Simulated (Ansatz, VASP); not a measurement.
**LiC4 in VASP and in Ansatz**

Contents of INCAR:

```
SYSTEM = LiC4
PREC = Accurate
ENCUT = 910
EDIFF = 1E-7
ISMEAR = 0
SIGMA = 0.1
LREAL = .FALSE.
LASPH = .TRUE.
NELM = 120
ALGO = Normal
ISIF = 3
LWAVE = .FALSE.
LCHARG = .FALSE.
GGA = PE
IBRION = 2
NSW = 90
EDIFFG = -0.04
GGA_COMPAT = .FALSE.
NELMIN = 4
```

File KPOINTS:

```
Automatic mesh
0
G
  4 4 6
  0 0 0
```

Contents of POSCAR:

```
LiC4
1.0
    3.7160365700     -3.7160365700      0.0000000000
    3.7160365700      3.7160365700      0.0000000000
    0.0000000000      0.0000000000      3.4159250600
Li C
1 4
Direct
    0.0000000000      0.0000000000      0.0000000000
    0.6950000000      0.3050000000      0.0000000000
    0.3050000000      0.6950000000      0.0000000000
    0.8050000000      0.8050000000      0.5000000000
    0.1950000000      0.1950000000      0.5000000000
```

Input for Ansatz:

```yaml
crystal:
  lattice:
    - [3.71603657, -3.71603657, 0.0]
    - [3.71603657, 3.71603657, 0.0]
    - [0.0, 0.0, 3.41592506]
  atoms:
    - { symbol: Li, position: [0.0, 0.0, 0.0] }
    - { symbol: C, position: [0.695, 0.305, 0.0] }
    - { symbol: C, position: [0.305, 0.695, 0.0] }
    - { symbol: C, position: [0.805, 0.805, 0.5] }
    - { symbol: C, position: [0.195, 0.195, 0.5] }
basis:
  ecutwfc: 420
kpoints:
  mp_grid: { grid: [4, 4, 6] }
hamiltonian:
  xc: pbe
scf:
  occupations: { method: gaussian, width: 0.1 }
  lower_state_search: "off"
output:
  forces: true
  stress: true
  eigenvalues: true
relax:
  adjacent_minimum: "off"
  f_tol: 0.04
  max_steps: 70
  cell: { stress_tol: 0.4 }
```

Change from the starting cell: ordered vacancies on the cation sites of rutile (Cmmm, No. 65).

Alike in both runs: task relaxation of cell and atoms; functional PBE; k mesh 4 × 4 × 6; occupations gaussian, width 0.1 eV; no spin polarisation.

|  | VASP | Ansatz |
| --- | --- | --- |
| version | VASP 6.6.1 | Ansatz 0.2.0 |
| potentials or method | VASP PAW PBE potentials, release 64 (Li_sv, C_h), cutoff 910 eV | scalar-relativistic, plane waves, PAW |
| valence electrons in the cell | 19 | 19 |

```csv
,VASP,Ansatz,Ansatz less VASP
"gap on the k mesh at the Fermi level, each at its own relaxed structure (eV)",none,none,-
relaxed volume (Å³/atom),9.58,8.95,-0.630
relaxed cell length with the largest relative difference (Å),3.083,2.374,-0.7093
```

A gap of «none» marks a metal or a gap that the smearing closes. One of these differences is far larger than is usual between the two programs; its cause wasn't traced.

Noted on VASP's run: the cutoff is short for stress, so the pressure is rough; the volume moved by over 15 % at a fixed basis, so the end points are rough.
